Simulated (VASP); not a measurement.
Wanted: the native input for a VASP 6.6.1 run.

| Quantity | Value |
| --- | --- |
| Task | relaxation of the atoms |
| Functional | PBEsol |
| Potentials or basis | VASP PAW PBE potentials, release 64 (H, Li_sv) |
| Cutoff | 650 eV |
| k mesh | 1 × 1 × 1, shifted |
| Occupations | fermi-dirac, width 0.05 eV |
| Spin | no spin polarisation |
| Dipole correction | no |
| Mended | yes |
| Further INCAR settings | LREAL = Auto; ALGO = Normal; EDIFF = 1e-07; ISYM = -1; IBRION = 2; EDIFFG = -0.03; NSW = 100 |

The structure of LiH (a cell with a defect) lies in POSCAR:

```
LiH
1.0
    7.9599380000      0.0000000000      0.0000000000
    0.0000000000      7.9599380000      0.0000000000
    0.0000000000      0.0000000000      7.9599380000
H Li
31 31
Direct
    0.2498640000      0.9992070000      0.9960180000
    0.2505480000      0.0007760000      0.5018570000
    0.2495870000      0.5027050000      0.9998120000
    0.7452150000      0.0018040000      0.9962480000
    0.7502670000      0.9975510000      0.5006870000
    0.7458900000      0.4979230000      0.9986190000
    0.7472040000      0.4989200000      0.5022310000
    0.9970910000      0.2486620000      0.0007310000
    0.0023950000      0.2471990000      0.5024430000
    0.0033680000      0.7455670000      0.0055520000
    0.0010730000      0.7507430000      0.5036340000
    0.5024010000      0.2482890000      0.0003360000
    0.4970330000      0.2519050000      0.4986380000
    0.4990110000      0.7529580000      0.9993610000
    0.5017960000      0.7463910000      0.5011990000
    0.0016690000      0.0024190000      0.2529970000
    0.0008260000      0.0001470000      0.7541190000
    0.9991030000      0.4947990000      0.2488880000
    0.0001100000      0.4957620000      0.7537600000
    0.5013000000      0.9965470000      0.2487120000
    0.4998740000      0.9970930000      0.7491490000
    0.4971810000      0.4952140000      0.2488810000
    0.5021160000      0.4967220000      0.7522020000
    0.2497170000      0.2520410000      0.2489700000
    0.2458520000      0.2523930000      0.7502660000
    0.2483420000      0.7475610000      0.2472060000
    0.2507930000      0.7463310000      0.7470350000
    0.7502860000      0.2485830000      0.2510280000
    0.7509070000      0.2525520000      0.7496880000
    0.7466840000      0.7505800000      0.2528760000
    0.7470790000      0.7493290000      0.7458740000
    0.0013390000      0.0006110000      0.5007700000
    0.0026190000      0.5004430000      0.0021300000
    0.0046680000      0.5045460000      0.4985620000
    0.4991340000      0.0030770000      0.0006590000
    0.4995060000      0.0020560000      0.5023850000
    0.5002630000      0.4973720000      0.9973810000
    0.5028890000      0.4984470000      0.4980540000
    0.2483950000      0.2531290000      0.0048680000
    0.2491870000      0.2535420000      0.4999840000
    0.2480350000      0.7483460000      0.9993560000
    0.2485940000      0.7539260000      0.5006570000
    0.7517410000      0.2520090000      0.9983060000
    0.7501120000      0.2463980000      0.4933440000
    0.7514840000      0.7516020000      0.9955340000
    0.7492840000      0.7496880000      0.5007120000
    0.2522700000      0.0032940000      0.2497320000
    0.2520650000      0.9983600000      0.7487350000
    0.2532630000      0.4984240000      0.2485260000
    0.2498410000      0.5003910000      0.7511980000
    0.7441820000      0.0042600000      0.2485680000
    0.7463360000      0.9963600000      0.7532370000
    0.7507140000      0.4974280000      0.2462560000
    0.7500820000      0.5043280000      0.7505770000
    0.0026830000      0.2459830000      0.2503750000
    0.0025910000      0.2479440000      0.7525790000
    0.0010830000      0.7513110000      0.2441680000
    0.0031840000      0.7462260000      0.7532530000
    0.4965430000      0.2486720000      0.2515890000
    0.5010350000      0.2480030000      0.7496230000
    0.4996090000      0.7440410000      0.2488890000
    0.4980410000      0.7523590000      0.7491920000
```

These files were run (other wordings do the same):

INCAR

```
  PREC = Accurate
  ENCUT = 650
  EDIFF = 1E-7
  ISMEAR = -1
  SIGMA = 0.05
  LREAL = Auto
  LASPH = T
  NELM = 120
  ALGO = Normal
  ISIF = 2
  LWAVE = F
  LCHARG = F
  GGA = PS
  IBRION = 2
  NSW = 100
  EDIFFG = -0.03
  ISYM = -1
  GGA_COMPAT = F
  NELMIN = 4
```

KPOINTS

```
explicit points
1
Reciprocal
  0.25000000   0.25000000   0.25000000 1
```

Potentials or basis: VASP PAW PBE potentials, release 64 (H, Li_sv).

Launch:

```bash
$ cat potpaw_PBE.64/H/POTCAR potpaw_PBE.64/Li_sv/POTCAR > POTCAR
$ mpirun -np 1 vasp_std > vasp.out
```

It gave:

```
Energy gained by relaxing    : 18.5 meV/atom
Ionic steps                  : 8
Pressure after relaxing      : 0.0 GPa
Largest force after relaxing : 0.021 eV/Å
Band gap on the k mesh       : 2.62 eV
```

Caveat: the PAW data sets were made with another functional, which shifts forces and pressure a little.

Wall time 9.5 min on 1 thread of Intel(R) Xeon(R) 6975P-C (Granite Rapids) (shared host), peak memory 0.77 GiB.
